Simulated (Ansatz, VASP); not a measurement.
# Two plane-wave programs on Pt

```
CELL_PARAMETERS angstrom
0.00000 1.86000 1.86000
1.86000 0.00000 1.86000
1.86000 1.86000 0.00000
ATOMIC_POSITIONS crystal
Pt 0.00000 0.00000 0.00000
```

Change from the starting cell: strain -0.050 along x and y, -0.050 along z, atoms carried along.

Alike in both runs: task single point; functional PBEsol; k mesh 20 × 20 × 20; occupations gaussian, width 0.15 eV; no spin polarisation.

|  | VASP | Ansatz |
| --- | --- | --- |
| version | VASP 6.6.1 | Ansatz 0.2.0 |
| potentials or method | VASP PAW PBE potentials, release 64 (Pt), cutoff 520 eV | scalar-relativistic, plane waves, PAW |
| valence electrons in the cell | 10 | 18 |

|  | VASP | Ansatz | Ansatz less VASP |
| --- | --- | --- | --- |
| gap on the k mesh at the Fermi level (eV) | none | none | - |
| pressure (GPa) | 67.5 | 67.6 | +0.11 |

VASP's potentials were made for PBE, not for PBEsol. A gap of «none» marks a metal or a gap that the smearing closes. Both programs put the cell under a high pressure, so it lies far from rest at this level. With one functional, cell and mesh, what is left measures potentials, basis and numerics. VASP's potentials hold 10 valence electrons a cell and Ansatz's 18, so a difference there can come from the potentials and not from the codes.

Spin-orbit coupling is off throughout. Noted on VASP's run: the cell as given lies far from equilibrium.
